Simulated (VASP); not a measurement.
Here is a VASP 6.6.1 calculation.

File POSCAR:

```
Ga
1.0
    2.9852186764      0.0000000000      0.0000000000
   -1.4926093382      2.5852752096      0.0000000000
    0.0000000000      0.0000000000      9.2804562161
Ga
4
Direct
    0.0000000000      0.0000000000      1.0000000000
    0.0000000000      0.0000000000      0.5000000000
    0.3333333333      0.6666666667      0.2500000000
    0.6666666667      0.3333333333      0.7500000000
```

The input INCAR.step1:

```
SYSTEM = Ga
ALGO = Normal ; EDIFF = 1E-4
ENCUT = 520 ; GGA = PE
ISMEAR = -1 ; LASPH = .TRUE.
LCHARG = .FALSE. ; LREAL = .FALSE.
LWAVE = .TRUE. ; NBANDS = 34
NELM = 80 ; PREC = Accurate
SIGMA = 0.1
```

File INCAR.step2:

```
SYSTEM = Ga
ALGO = Normal ; EDIFF = 1E-6
ENCUT = 520 ; ISIF = 2
ISMEAR = -1 ; ISTART = 1
LASPH = .TRUE. ; LCHARG = .FALSE.
LMIXTAU = .TRUE. ; LREAL = .FALSE.
LWAVE = .FALSE. ; METAGGA = R2SCAN
NBANDS = 34 ; NELM = 80
PREC = Accurate ; SIGMA = 0.1
```

Contents of KPOINTS:

```
k-points
0
G
  12 12 4
  0 0 0
```

Potentials or basis: VASP PAW PBE potentials, release 64 (Ga_d).

Launch:

```sh
$ cat potpaw_PBE.64/Ga_d/POTCAR > POTCAR
$ cp INCAR.step1 INCAR
$ mpirun -np 1 vasp_std > vasp.out
$ cp INCAR.step2 INCAR
$ mpirun -np 1 vasp_std > vasp.out
```

(1) What does it give for the band gap on the k mesh?

(2) Estimate the pressure.

Answers

(1) zero (bands 26 and 27 overlap by 7.01 eV).

(2) 0.1 GPa.

Caveat: the PAW data sets were made with another functional, which shifts forces and pressure a little.
